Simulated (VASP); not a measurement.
## Zn: single point with PBEsol

Zn:

```
CELL_PARAMETERS angstrom
2.58622 0.00000 0.00000
-1.29311 2.23973 0.00000
0.00000 0.00000 4.94367
ATOMIC_POSITIONS crystal
Zn 0.33333 0.66667 0.25000
Zn 0.66667 0.33333 0.75000
```

This cell differs from its parent crystal: uniaxial strain along c: +1.0 %.

```json
{"Program": "VASP 6.6.1", "Task": "single point", "Functional": "PBEsol", "Potentials or basis": "VASP PAW PBE potentials, release 64 (Zn)", "Cutoff": "520 eV", "k mesh": "24 × 24 × 12", "Occupations": "gaussian, width 0.1 eV", "Spin": "no spin polarisation", "Dipole correction": "no", "Further INCAR settings": "ALGO = Fast; EDIFF = 1e-07; NBANDS = 19"}
```

```
Pressure               : 0.5 GPa
Band gap on the k mesh : zero (band 12 reaches 4.92 eV, above the bottom of band 13 at 0.05 eV)
```

Stress tensor (GPa, compression positive):
```
 1.22  0.00  0.00
 0.00  1.22  0.00
 0.00  0.00 -1.04
```

Levels at points of the mesh, in eV from the Fermi level:
```tsv
k point	band 10	band 11	band 12	band 13	band 14	band 15
(0.00, 0.00, 0.00)	-7.10	-7.10	-4.03	-3.26	13.22	17.11
(0.50, 0.00, 0.00)	-6.85	-2.88	-2.00	2.65	3.67	4.38
(0.00, 0.00, 0.50)	-7.18	-7.18	-7.18	4.27	4.27	20.22
(0.50, 0.00, 0.50)	-6.86	-1.95	-1.95	0.44	0.44	10.20
```

Wall time 2.1 min on 1 thread of Intel(R) Xeon(R) 6975P-C (Granite Rapids) (shared host), peak memory 0.28 GiB.

Caveat: the cell differs from its parent crystal (uniaxial strain along c: +1.0 %); the PAW data sets were made with another functional, which shifts forces and pressure a little.
